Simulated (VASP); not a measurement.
# Cs (Fd-3m) in VASP: notebook

Cs is run at these levels: PBEsol; tasks: relaxation of cell and atoms.

Everything below comes from runs of VASP 6.6.1. Logs are shortened: lines on timing, memory, paths and dates and some standing lists are left out, and cuts for length are marked.

**1. The cell of the first run**

It takes space group Fd-3m (No. 227, cubic). Conventional cell: a = 8.220 Å, b = 8.220 Å, c = 8.220 Å, α = 90.00°, β = 90.00°, γ = 90.00°. Cs (site symmetry -43m) has 4 Cs at 3.56 Å within 4.7 Å.

This isn't the form of Cs at room conditions, which is bcc.

**2. Relaxation of cell and atoms, PBEsol, target pressure 1.8 GPa, at which the enthalpy is minimised**

Contents of INCAR:

```
SYSTEM = Cs
PREC = Accurate
ENCUT = 600
EDIFF = 1E-6
ISMEAR = -1
SIGMA = 0.08
LREAL = .False.
LASPH = .True.
NELM = 100
ALGO = Normal
ISIF = 3
LWAVE = .False.
LCHARG = .False.
GGA = PS
IBRION = 2
NSW = 32
EDIFFG = -0.005
PSTRESS = 18.0
```

Contents of KPOINTS:

```
Automatic mesh
0
Gamma
  8 8 8
  0 0 0
```

Contents of POSCAR:

```
Cs
1.0
    0.0000000000      4.1100567965      4.1100567965
    4.1100567965      0.0000000000      4.1100567965
    4.1100567965      4.1100567965      0.0000000000
Cs
2
Direct
   -0.1250000000     -0.1250000000     -0.1250000000
    0.1250000000      0.1250000000      0.1250000000
```

Potentials or basis: VASP PAW PBE potentials, release 64 (Cs_sv).

Command:

```
cat potpaw_PBE.64/Cs_sv/POTCAR > POTCAR
mpirun -np 1 vasp_std > vasp.out
```

OUTCAR:

```text
SYSTEM = Cs
   PREC = Accurate
   ENCUT = 600
   EDIFF = 1E-6
   ISMEAR = -1
   LREAL = .False.
   LASPH = .True.
   NELM = 100
   ISIF = 3
   GGA = PS
   IBRION = 2
   NSW = 32
   EDIFFG = -0.005
   PSTRESS = 18.0

 ion  position               nearest neighbor table
   1  0.875  0.875  0.875-
   2  0.125  0.125  0.125-

  LATTYP: Found a face centered cubic cell.
 ALAT       =     8.2201135930

  Lattice vectors:

 A1 = (   0.0000000000,   4.1100567965,   4.1100567965)
 A2 = (   4.1100567965,   0.0000000000,   4.1100567965)
 A3 = (   4.1100567965,   4.1100567965,   0.0000000000)

Analysis of symmetry for initial positions (statically):
=====================================================================
 Subroutine PRICEL returns:
 Original cell was already a primitive cell.

 Routine SETGRP: Setting up the symmetry group for a
 face centered cubic supercell.

 Subroutine GETGRP returns: Found 48 space group operations
 (whereof 12 operations were pure point group operations)
 out of a pool of 48 trial point group operations.

The static configuration has the point symmetry D_3d.
 The point group associated with its full space group is O_h .

Analysis of symmetry for dynamics (positions and initial velocities):
=====================================================================
 Subroutine PRICEL returns:
 Original cell was already a primitive cell.

 Routine SETGRP: Setting up the symmetry group for a
 face centered cubic supercell.

 Subroutine GETGRP returns: Found 48 space group operations
 (whereof 12 operations were pure point group operations)
 out of a pool of 48 trial point group operations.

The dynamic configuration has the point symmetry D_3d.
 The point group associated with its full space group is O_h .

 Subroutine INISYM returns: Found 48 space group operations
 (whereof 12 operations are pure point group operations),
 and found     1 'primitive' translations

----------------------------------------------------------------------------------------

                                     Primitive cell

  volume of cell :     138.8588

  direct lattice vectors                    reciprocal lattice vectors
     0.000000000  4.110056797  4.110056797    -0.121652820  0.121652820  0.121652820
     4.110056797  0.000000000  4.110056797     0.121652820 -0.121652820  0.121652820
     4.110056797  4.110056797  0.000000000     0.121652820  0.121652820 -0.121652820

  length of vectors
     5.812498064  5.812498064  5.812498064     0.210708865  0.210708865  0.210708865

  position of ions in fractional coordinates (direct lattice)
     0.875000000  0.875000000  0.875000000
     0.125000000  0.125000000  0.125000000

  ion indices of the primitive-cell ions
   primitive index   ion index
                 1           1
                 2           2

----------------------------------------------------------------------------------------

 KPOINTS: Automatic mesh

Automatic generation of k-mesh.
 Grid dimensions read from file:
 generate k-points for:    8    8    8

 Generating k-lattice:

  Cartesian coordinates                     Fractional coordinates (reciprocal lattice)
    -0.015206603  0.015206603  0.015206603     0.125000000  0.000000000  0.000000000
     0.015206603 -0.015206603  0.015206603     0.000000000  0.125000000  0.000000000
     0.015206603  0.015206603 -0.015206603     0.000000000  0.000000000  0.125000000

  Length of vectors
     0.026338608  0.026338608  0.026338608

  Shift w.r.t. Gamma in fractional coordinates (k-lattice)
     0.000000000  0.000000000  0.000000000

 Subroutine IBZKPT returns following result:
 ===========================================

 Found     29 irreducible k-points:

 Following reciprocal coordinates:
            Coordinates               Weight
  0.000000  0.000000  0.000000      1.000000
  0.125000  0.000000  0.000000      8.000000
  0.250000  0.000000  0.000000      8.000000
  0.375000  0.000000  0.000000      8.000000
  0.500000  0.000000  0.000000      4.000000
  0.125000  0.125000  0.000000      6.000000
[... 16 lines left out ...]
  0.500000  0.250000  0.125000     48.000000
 -0.375000  0.250000  0.125000     24.000000
 [... further k-points ...]
   k-points           NKPTS =     29   k-points in BZ     NKDIM =     29   number of bands    NBANDS=     13
   number of dos      NEDOS =    301   number of ions     NIONS =      2
   total plane-waves  NPLWV = 110592
   dimension x,y,z NGX =    48 NGY =   48 NGZ =   48
   dimension x,y,z NGXF=    96 NGYF=   96 NGZF=   96
   ions per type =               2
   NGX,Y,Z   is equivalent  to a cutoff of  13.73, 13.73, 13.73 a.u.
   NGXF,Y,Z  is equivalent  to a cutoff of  27.46, 27.46, 27.46 a.u.
 SYSTEM =  Cs
   PREC   = accura    normal or accurate (medium, high low for compatibility)
   ISTART =      0    job   : 0-new  1-cont  2-samecut
   ICHARG =      2    charge: 1-file 2-atom 10-const
   ISPIN  =      1    spin polarized calculation?
   LNONCOLLINEAR =      F non collinear calculations
   LSORBIT =      F    spin-orbit coupling
   LASPH  =      T    aspherical Exc in radial PAW
   ENCUT  =  600.0 eV  44.10 Ry    6.64 a.u.  11.61 11.61 11.61*2*pi/ulx,y,z
   NELM   =    100;   NELMIN=  2; NELMDL= -5     # of ELM steps
   EDIFF  = 0.1E-05   stopping-criterion for ELM
   LREAL  =      F    real-space projection
   EDIFFG = -.5E-02   stopping-criterion for IOM
   NSW    =     32    number of steps for IOM
   IBRION =      2    ionic relax: 0-MD 1-quasi-New 2-CG
   NFREE  =      1    steps in history (QN), initial steepest desc. (CG)
   ISIF   =      3    stress and relaxation
   ISYM   =      2    0-nonsym 1-usesym 2-fastsym
   POTIM  = 0.5000    time-step for ionic-motion
   TEBEG  =    0.0;   TEEND  =   0.0 temperature during run
   PSTRESS=   18.0 pullay stress
   NELECT =      18.0000    total number of electrons
   NUPDOWN=      -1.0000    fix difference up-down
   EMIN   =  10.00;   EMAX   =-10.00  energy-range for DOS
   EFERMI =   0.00;   METHOD = LEGACY
   ISMEAR =    -1;   SIGMA  =   0.08  broadening in eV -4-tet -1-fermi 0-gaus
   EFERMI_NEDOS =   21; number of points for ismear=-14 and -15
   IALGO  =     38    algorithm
   IMIX   =      4    mixing-type and parameters
     AMIX     =   0.40;   BMIX     =  1.00
     AMIX_MAG =   1.60;   BMIX_MAG =  1.00
  volume/ion in A,a.u.               =      69.43       468.53
  Fermi-wavevector in a.u.,A,eV,Ry     =   0.828529  1.565693  9.339865  0.686461
  Thomas-Fermi vector in A             =   1.940921
   LORBIT       =      0    0 simple, 1 ext, 2 COOP (PROOUT), +10 PAW based schemes
   GGA     = PS    functional components
   LHFCALC =     F    Hartree Fock is set to
   AEXX    =    0.0000 exact exchange contribution
   IVDW    =     0    specifies the selected vdW correction
   LEPSILON=     F    determine dielectric tensor
   LRPA    =     F    only Hartree local field effects (RPA)
 conjugate gradient relaxation of ions
 non-spin polarized calculation
  energy-cutoff  :      600.00
  volume of cell :      138.86
 maximum number of plane-waves:      4656
 NGX is ok and might be reduce to    48
   NGX = 23   NGY = 23   NGZ = 23

--------------------------------------- Ionic step        1  -------------------------------------------

 number of electron      18.0000001 magnetization

 Free energy of the ion-electron system (eV)
  ---------------------------------------------------
  ext. energy  EPLUGINS =         0.00000000
  ---------------------------------------------------
  free energy    TOTEN  =        -0.72709829 eV

  energy without entropy =       -0.63746005  energy(sigma->0) =       -0.68227917

------------------------ aborting loop because EDIFF is reached ----------------------------------------

  FORCE on cell =-STRESS in cart. coord.  units (eV):
  Direction    XX          YY          ZZ          XY          YZ          ZX
  --------------------------------------------------------------------------------------
  -------------------------------------------------------------------------------------
  Total        1.5891789      1.5891789      1.5891789      0.0000000     -0.0000000     -0.0000000
  in kB       18.3362241     18.3362241     18.3362241      0.0000000     -0.0000000     -0.0000000
  external PRESSURE =       0.3362241 kB  Pullay stress =      18.0000000 kB

 VOLUME and BASIS-vectors are now :
 -----------------------------------------------------------------------------
  energy-cutoff  :      600.00
  volume of cell :      138.86
      direct lattice vectors                 reciprocal lattice vectors
     0.000000000  4.110056797  4.110056797    -0.121652820  0.121652820  0.121652820
     4.110056797  0.000000000  4.110056797     0.121652820 -0.121652820  0.121652820
     4.110056797  4.110056797  0.000000000     0.121652820  0.121652820 -0.121652820
[... 46 lines left out ...]
  FREE ENERGIE OF THE ION-ELECTRON SYSTEM (eV)
  ---------------------------------------------------
  free  energy   TOTEN  =        -0.7304364740 eV

  energy  without entropy=       -0.6408630633  energy(sigma->0) =       -0.68564977

  enthalpy is  TOTEN    =         0.8328942466 eV   P V=        1.5633307206

--------------------------------------- Ionic step        3  -------------------------------------------

 number of electron      18.0000001 magnetization

 Free energy of the ion-electron system (eV)
  ---------------------------------------------------
  ext. energy  EPLUGINS =         0.00000000
  ---------------------------------------------------
  free energy    TOTEN  =        -0.73407438 eV

  energy without entropy =       -0.64457172  energy(sigma->0) =       -0.68932305

 E-fermi :   1.6961     XC(G=0):  -6.9238

 val. band max:        1.6939457231   @ k =   0.5000   0.3750   0.0000
 cond. band min:       1.7188081344   @ k =   0.5000   0.3750   0.1250
 fundamental gap:      0.0248624113
 Fermi energy:         1.6960749100

 k-point     1 :       0.0000    0.0000    0.0000
  band No.  band energies     occupation
      1     -22.7271      2.00000
      2     -22.1483      2.00000
      3      -9.8071      2.00000
      4      -9.8071      2.00000
      5      -9.8071      2.00000
      6      -8.7863      2.00000
      7      -8.7863      2.00000
      8      -8.7863      2.00000
      9       0.0047      2.00000
     10       2.8547      0.00000
     11       2.8547      0.00000
     12       3.7853      0.00000
     13       3.7853      0.00000

 k-point     2 :       0.1250    0.0000    0.0000
  band No.  band energies     occupation
      1     -22.7117      2.00000
      2     -22.1657      2.00000
      3      -9.8304      2.00000
      4      -9.8304      2.00000
      5      -9.8141      2.00000
      6      -8.7791      2.00000
      7      -8.7577      2.00000
      8      -8.7577      2.00000
      9       0.1752      2.00000
     10       2.7353      0.00000
     11       2.7353      0.00000
[... 339 lines left out ...]
 k-point    24 :      -0.3750    0.2500    0.1250
  band No.  band energies     occupation
      1     -22.5477      2.00000
      2     -22.3436      2.00000
      3     -10.0940      2.00000
      4     -10.0027      2.00000
      5      -9.6120      2.00000
      6      -8.9688      2.00000
      7      -8.5414      2.00000
      8      -8.4599      2.00000
      9       1.6626      1.20626
     10       1.9260      0.10693
     11       2.7302      0.00000
     12       2.9170      0.00000
     13       3.9934      0.00000

 [... further k-points ...]

------------------------ aborting loop because EDIFF is reached ----------------------------------------

  FORCE on cell =-STRESS in cart. coord.  units (eV):
  Direction    XX          YY          ZZ          XY          YZ          ZX
  --------------------------------------------------------------------------------------
  -------------------------------------------------------------------------------------
  Total        1.5681188      1.5681188      1.5681188      0.0000000     -0.0000000      0.0000000
  in kB       18.0134372     18.0134372     18.0134372      0.0000000     -0.0000000      0.0000000
  external PRESSURE =       0.0134372 kB  Pullay stress =      18.0000000 kB

 VOLUME and BASIS-vectors are now :
 -----------------------------------------------------------------------------
  energy-cutoff  :      600.00
  volume of cell :      139.47
      direct lattice vectors                 reciprocal lattice vectors
     0.000000000  4.116116442  4.116116442    -0.121473726  0.121473726  0.121473726
     4.116116442 -0.000000000  4.116116442     0.121473726 -0.121473726  0.121473726
     4.116116442  4.116116442 -0.000000000     0.121473726  0.121473726 -0.121473726

 POSITION                                       TOTAL-FORCE (eV/Angst)
 -----------------------------------------------------------------------------------
      7.20320      7.20320      7.20320        -0.000000     -0.000000     -0.000000
      1.02903      1.02903      1.02903         0.000000      0.000000      0.000000
 -----------------------------------------------------------------------------------
    total drift:                                0.000000      0.000000      0.000000

  FREE ENERGIE OF THE ION-ELECTRON SYSTEM (eV)
  ---------------------------------------------------
  free  energy   TOTEN  =        -0.7340743788 eV

  energy  without entropy=       -0.6445717187  energy(sigma->0) =       -0.68932305

  enthalpy is  TOTEN    =         0.8328746689 eV   P V=        1.5669490477

 reached required accuracy - stopping structural energy minimisation
```

It took 4 min on 1 thread of Intel Xeon 8259CL, shared host; peak memory 0.36 GiB.

What came out:

```yaml
Free_energy: -0.7341 eV
Relaxed_volume: 69.74 Å³/atom
Relaxed_cell: a = 5.821 Å, b = 5.821 Å, c = 5.821 Å, α = 60.00°, β = 60.00°, γ = 60.00°
Space_group_after_relaxing_to_0.1_Å: Fd-3m (No. 227)
Energy_change_on_relaxing_the_run_minimises_the_enthalpy: -3.5 meV/atom
Ionic_steps: 3
Pressure_after_relaxing: 1.8 GPa
Band_gap_on_the_k_mesh: zero (bands 9 and 10 overlap by 0.19 eV)
```

Step by step:
```
step  energy change (eV)  largest force (eV/Å)  pressure (GPa)  volume (Å³)
   1              0.0000                0.0000            1.83       138.86
   2             -0.0033                0.0000            1.82       139.15
   3             -0.0070                0.0000            1.80       139.47
```

Final structure:
```
Cs
1.0
     0.00000    4.11612    4.11612
     4.11612    0.00000    4.11612
     4.11612    4.11612    0.00000
Cs
2
Direct
  0.87500 0.87500 0.87500
  0.12500 0.12500 0.12500
```

Levels at points of the mesh, in eV from the Fermi level:
```
           k point  band 7  band 8  band 9  band 10  band 11  band 12
(0.00, 0.00, 0.00)  -10.48  -10.48   -1.69     1.16     1.16     2.09
(0.50, 0.00, 0.00)  -10.31  -10.31    0.13     0.19     1.04     1.04
(0.50, 0.50, 0.00)  -10.12  -10.12   -0.06    -0.06     2.04     2.05
```

Caveat: the cell is relaxed towards a set pressure, so the run minimises the enthalpy, not the energy; the PAW data sets were made with another functional, which shifts forces and pressure a little; spin-orbit coupling is left out, which moves the levels of the heavy elements.

(Part 1 of 2 ends here.)
